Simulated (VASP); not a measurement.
# C (P6/mmm) in VASP: further runs

Runs on C. Level: PBEsol. Tasks: vibrations by perturbation theory.

All numbers are computed with VASP 6.6.1; they aren't measurements. Logs are shortened: lines on timing, memory, paths and dates and some standing lists are left out, and cuts for length are marked.

**1. The cell of the first run**

Symmetry: P6/mmm, No. 191, hexagonal system. Conventional cell: a = 2.421 Å, b = 2.421 Å, c = 2.880 Å, α = 90.00°, β = 90.00°, γ = 120.00°. Within 1.9 Å of C (site symmetry -6m2) lie 3 C at 1.40 Å.

**2. Vibrations by perturbation theory, PBEsol**

Contents of INCAR:

```
SYSTEM = C
PREC = Accurate ; ENCUT = 520
EDIFF = 1E-8 ; ISMEAR = -1
SIGMA = 0.15 ; LREAL = .False.
LASPH = .True. ; NELM = 80
ALGO = Normal ; ISIF = 2
LWAVE = .False. ; LCHARG = .False.
GGA = PS ; NBANDS = 11
IBRION = 8 ; NSW = 1
```

Contents of KPOINTS:

```
regular mesh
0
Gamma
  18 18 12
  0 0 0
```

Contents of POSCAR:

```
C
1.0
    2.4210828919      0.0000000000      0.0000000000
   -1.2105414459      2.0967192890      0.0000000000
    0.0000000000      0.0000000000      2.8798639153
C
2
Direct
    0.3333333333      0.6666666667      0.0000000000
    0.6666666667      0.3333333333      0.0000000000
```

Potentials or basis: VASP PAW PBE potentials, release 64 (C).

Started as:

```console
$ cat potpaw_PBE.64/C/POTCAR > POTCAR
$ mpirun -np 1 vasp_std > vasp.out
```

OUTCAR:

```text
SYSTEM = C
   PREC = Accurate
   ENCUT = 520
   EDIFF = 1E-8
   ISMEAR = -1
   LREAL = .False.
   LASPH = .True.
   NELM = 80
   ISIF = 2
   GGA = PS
   IBRION = 8
   NSW = 1

 ion  position               nearest neighbor table
   1  0.333  0.667  0.000-   2 1.40   2 1.40   2 1.40
   2  0.667  0.333  0.000-   1 1.40   1 1.40   1 1.40

  LATTYP: Found a hexagonal cell.
 ALAT       =     2.4210828919
 C/A-ratio  =     1.1894941412

  Lattice vectors:

 A1 = (   2.4210828919,   0.0000000000,   0.0000000000)
 A2 = (  -1.2105414459,   2.0967192890,   0.0000000000)
 A3 = (   0.0000000000,   0.0000000000,   2.8798639153)

Analysis of symmetry for initial positions (statically):
=====================================================================
 Subroutine PRICEL returns:
 Original cell was already a primitive cell.

 Routine SETGRP: Setting up the symmetry group for a
 hexagonal supercell.

 Subroutine GETGRP returns: Found 24 space group operations
 (whereof 24 operations were pure point group operations)
 out of a pool of 24 trial point group operations.

The static configuration has the point symmetry D_6h.

Analysis of symmetry for dynamics (positions and initial velocities):
=====================================================================
 Subroutine PRICEL returns:
 Original cell was already a primitive cell.

 Routine SETGRP: Setting up the symmetry group for a
 hexagonal supercell.

 Subroutine GETGRP returns: Found 24 space group operations
 (whereof 24 operations were pure point group operations)
 out of a pool of 24 trial point group operations.

The dynamic configuration has the point symmetry D_6h.

 Subroutine INISYM returns: Found 24 space group operations
 (whereof 24 operations are pure point group operations),
 and found     1 'primitive' translations

----------------------------------------------------------------------------------------

                                     Primitive cell

  volume of cell :      14.6191

  direct lattice vectors                    reciprocal lattice vectors
     2.421082892  0.000000000  0.000000000     0.413038316  0.238467783  0.000000000
    -1.210541446  2.096719289  0.000000000     0.000000000  0.476935566  0.000000000
     0.000000000  0.000000000  2.879863915     0.000000000  0.000000000  0.347238630

  length of vectors
     2.421082892  2.421082892  2.879863915     0.476935566  0.476935566  0.347238630

  position of ions in fractional coordinates (direct lattice)
     0.333333333  0.666666667  0.000000000
     0.666666667  0.333333333  0.000000000

  ion indices of the primitive-cell ions
   primitive index   ion index
                 1           1
                 2           2

----------------------------------------------------------------------------------------

 KPOINTS: regular mesh

Automatic generation of k-mesh.
 Grid dimensions read from file:
 generate k-points for:   18   18   12

 Generating k-lattice:

  Cartesian coordinates                     Fractional coordinates (reciprocal lattice)
     0.022946573  0.013248210  0.000000000     0.055555556  0.000000000  0.000000000
     0.000000000  0.026496420  0.000000000     0.000000000  0.055555556  0.000000000
     0.000000000  0.000000000  0.028936552     0.000000000  0.000000000  0.083333333

  Length of vectors
     0.026496420  0.026496420  0.028936552

  Shift w.r.t. Gamma in fractional coordinates (k-lattice)
     0.000000000  0.000000000  0.000000000

 Subroutine IBZKPT returns following result:
 ===========================================

 Found    259 irreducible k-points:

 Following reciprocal coordinates:
            Coordinates               Weight
  0.000000  0.000000  0.000000      1.000000
  0.055556  0.000000  0.000000      6.000000
  0.111111  0.000000  0.000000      6.000000
  0.166667  0.000000  0.000000      6.000000
  0.222222  0.000000  0.000000      6.000000
  0.277778  0.000000  0.000000      6.000000
[... 16 lines left out ...]
  0.333333  0.111111  0.000000     12.000000
  0.388889  0.111111  0.000000     12.000000
 [... further k-points ...]
   k-points           NKPTS =    259   k-points in BZ     NKDIM =    259   number of bands    NBANDS=     11
   number of dos      NEDOS =    301   number of ions     NIONS =      2
   total plane-waves  NPLWV =   7776
   dimension x,y,z NGX =    18 NGY =   18 NGZ =   24
[... 25 lines left out ...]
   NELECT =       8.0000    total number of electrons
   NUPDOWN=      -1.0000    fix difference up-down
   EMIN   =  10.00;   EMAX   =-10.00  energy-range for DOS
   EFERMI =   0.00;   METHOD = LEGACY
   ISMEAR =    -1;   SIGMA  =   0.15  broadening in eV -4-tet -1-fermi 0-gaus
   EFERMI_NEDOS =   21; number of points for ismear=-14 and -15
   IALGO  =     38    algorithm
   IMIX   =      4    mixing-type and parameters
     AMIX     =   0.40;   BMIX     =  1.00
     AMIX_MAG =   1.60;   BMIX_MAG =  1.00
  volume/ion in A,a.u.               =       7.31        49.33
  Fermi-wavevector in a.u.,A,eV,Ry     =   1.339052  2.530442 24.396075  1.793061
  Thomas-Fermi vector in A             =   2.467474
   LORBIT       =      0    0 simple, 1 ext, 2 COOP (PROOUT), +10 PAW based schemes
   GGA     = PS    functional components
   LHFCALC =     F    Hartree Fock is set to
   AEXX    =    0.0000 exact exchange contribution
   IVDW    =     0    specifies the selected vdW correction
   LEPSILON=     F    determine dielectric tensor
   LRPA    =     F    only Hartree local field effects (RPA)
 non-spin polarized calculation
  energy-cutoff  :      520.00
  volume of cell :       14.62
 maximum number of plane-waves:       408
 NGX is ok and might be reduce to    18
   NGX =  9   NGY =  9   NGZ = 11

--------------------------------------- Ionic step        1  -------------------------------------------

 number of electron       7.9999999 magnetization

 Free energy of the ion-electron system (eV)
  ---------------------------------------------------
  ext. energy  EPLUGINS =         0.00000000
  ---------------------------------------------------
  free energy    TOTEN  =       -19.05777954 eV

  energy without entropy =      -19.04521854  energy(sigma->0) =      -19.05149904

 E-fermi :   6.4191     XC(G=0): -11.6910

 val. band max:        6.4014291593   @ k =   0.3333   0.3333   0.2500
 cond. band min:       6.4479113191   @ k =   0.4444   0.1111   0.5000
 fundamental gap:      0.0464821598
 Fermi energy:         6.4191164846

 k-point     1 :       0.0000    0.0000    0.0000
  band No.  band energies     occupation
      1     -13.8951      2.00000
      2       0.7189      2.00000
      3       3.4677      2.00000
      4       3.4677      2.00000
      5      12.0655      0.00000
      6      14.9832      0.00000
      7      14.9832      0.00000
      8      19.2657      0.00000
      9      19.7007      0.00000
     10      28.4230      0.00000
     11      38.6415      0.00000
[... 309 lines left out ...]
 k-point    24 :       0.3889    0.1111    0.0000
  band No.  band energies     occupation
      1      -8.9203      2.00000
      2      -6.2227      2.00000
      3      -1.0279      2.00000
      4       5.6156      1.99061
      5      10.4765      0.00000
      6      15.0851      0.00000
      7      17.6716      0.00000
      8      19.9673      0.00000
      9      26.5775      0.00000
     10      26.6299      0.00000
     11      30.6509      0.00000

 [... further k-points ...]

------------------------ aborting loop because EDIFF is reached ----------------------------------------

  FORCE on cell =-STRESS in cart. coord.  units (eV):
  Direction    XX          YY          ZZ          XY          YZ          ZX
  --------------------------------------------------------------------------------------
  -------------------------------------------------------------------------------------
  Total        2.1258362      2.1258362      1.9983441      0.0000000     -0.0000000     -0.0000000
  in kB      232.9799092    232.9799091    219.0074793      0.0000000     -0.0000000     -0.0000000
  external PRESSURE =     228.3224325 kB  Pullay stress =       0.0000000 kB

 VOLUME and BASIS-vectors are now :
 -----------------------------------------------------------------------------
  energy-cutoff  :      520.00
  volume of cell :       14.62
      direct lattice vectors                 reciprocal lattice vectors
     2.421082892  0.000000000  0.000000000     0.413038316  0.238467783  0.000000000
    -1.210541446  2.096719289  0.000000000     0.000000000  0.476935566  0.000000000
     0.000000000  0.000000000  2.879863915     0.000000000  0.000000000  0.347238630

 POSITION                                       TOTAL-FORCE (eV/Angst)
 -----------------------------------------------------------------------------------
     -0.00000      1.39781      0.00000         0.000000      0.000000      0.000000
      1.21054      0.69891      0.00000        -0.000000      0.000000     -0.000000
 -----------------------------------------------------------------------------------
    total drift:                                0.000000     -0.000000      0.000000

  FREE ENERGIE OF THE ION-ELECTRON SYSTEM (eV)
  ---------------------------------------------------
  free  energy   TOTEN  =       -19.0577795404 eV

  energy  without entropy=      -19.0452185418  energy(sigma->0) =      -19.05149904

[... ionic steps 2 to 3 ...]

--------------------------------------- Ionic step        4  -------------------------------------------

------------------------ aborting loop because EDIFF is reached ----------------------------------------

[... ionic steps 5 to 5 ...]

--------------------------------------- Ionic step        6  -------------------------------------------

 Free energy of the ion-electron system (eV)
  ---------------------------------------------------
  ---------------------------------------------------
  free energy    TOTEN  =        -0.11882537 eV

  energy without entropy =       -0.11882537

------------------------ aborting loop because EDIFF is reached ----------------------------------------

 INTERNAL STRAIN TENSOR  FOR ION    1  DIRECTION 3   (eV/Angst):
 -----------------------------------------------------------------------------
     0.00127  0.00000  0.00000
     0.00000  0.00127  0.00000
     0.00000 -0.00000  0.00454

 INTERNAL STRAIN TENSOR FOR ION    2 for displacements in x,y,z  (eV/Angst):
          X           Y           Z          XY          YZ          ZX
  --------------------------------------------------------------------------------
  x     0.00000    -0.00000    -0.00000    15.99482     0.00000     0.00000
  y    15.99482   -15.99482     0.00000    -0.00000     0.00000     0.00000
  z     0.00000     0.00000     0.00000     0.00000     0.00000    -0.00000

 SECOND DERIVATIVES (NOT SYMMETRIZED)
 ------------------------------------
               1X          1Y          1Z          2X          2Y          2Z
  1X   -58.264534   -0.000000    0.000000   58.264534    0.000000    0.000000
  1Y    -0.000000  -58.264534    0.000000    0.000000   58.264534    0.000000
  1Z    -0.000000    0.000000  -16.614333    0.000000   -0.000000   16.614333
  2X    58.264534    0.000000    0.000000  -58.264534   -0.000000    0.000000
  2Y     0.000000   58.264534    0.000000   -0.000000  -58.264534    0.000000
  2Z     0.000000   -0.000000   16.614333   -0.000000    0.000000  -16.614333

 Eigenvectors and eigenvalues of the dynamical matrix
 ----------------------------------------------------

   1 f  =   48.694317 THz   305.955417 2PiTHz 1624.267578 cm-1   201.383423 meV
             X         Y         Z           dx          dy          dz
     -0.000000  1.397813  0.000000     0.657512    0.260150   -0.000000
      1.210541  0.698906  0.000000    -0.657512   -0.260150   -0.000000
[... 11 lines left out ...]
   4 f  =    0.000000 THz     0.000001 2PiTHz    0.000004 cm-1     0.000000 meV
             X         Y         Z           dx          dy          dz
     -0.000000  1.397813  0.000000    -0.598133   -0.308451   -0.217013
      1.210541  0.698906  0.000000    -0.598133   -0.308451   -0.217013

   5 f/i=    0.000000 THz     0.000002 2PiTHz    0.000011 cm-1     0.000001 meV
             X         Y         Z           dx          dy          dz
     -0.000000  1.397813  0.000000     0.323423   -0.210220   -0.592626
      1.210541  0.698906  0.000000     0.323423   -0.210220   -0.592626

   6 f/i=    0.000001 THz     0.000004 2PiTHz    0.000021 cm-1     0.000003 meV
             X         Y         Z           dx          dy          dz
     -0.000000  1.397813  0.000000     0.193996   -0.600555    0.318904
      1.210541  0.698906  0.000000     0.193996   -0.600555    0.318904

--------------------------------------------------------------------------------------------------------

 ELASTIC MODULI CONTR FROM IONIC RELAXATION (kBar)
 Direction    XX          YY          ZZ          XY          YZ          ZX
 --------------------------------------------------------------------------------
 XX        -481.2195    481.2195     -0.0000     -0.0000     -0.0000      0.0000
 YY         481.2195   -481.2195      0.0000     -0.0000      0.0000     -0.0000
 ZZ          -0.0000      0.0000     -0.0000      0.0000     -0.0000      0.0000
 XY          -0.0000     -0.0000      0.0000   -481.2195      0.0000     -0.0000
 YZ          -0.0000      0.0000     -0.0000      0.0000     -0.0000      0.0000
 ZX           0.0000     -0.0000      0.0000     -0.0000      0.0000     -0.0000
 --------------------------------------------------------------------------------
```

It took 3.6 min on 1 thread of AMD EPYC 7R13 (Zen 3), shared host; peak memory 0.38 GiB.

What came out:

* Highest phonon frequency at Γ: 1624 cm⁻¹

Phonon frequencies in cm⁻¹ (negative: imaginary):
```tsv
q point	frequencies
(0.000, 0.000, 0.000)	0 0 0 867 1624 1624
```

Caveat: the cell stands under pressure or tension, which shifts response properties; this functional lacks dispersion, which binds layers or chains, so the pressure and a relaxed spacing across them are unreliable; the PAW data sets were made with another functional, which shifts forces and pressure a little.

(Part 1 of 2 ends here.)
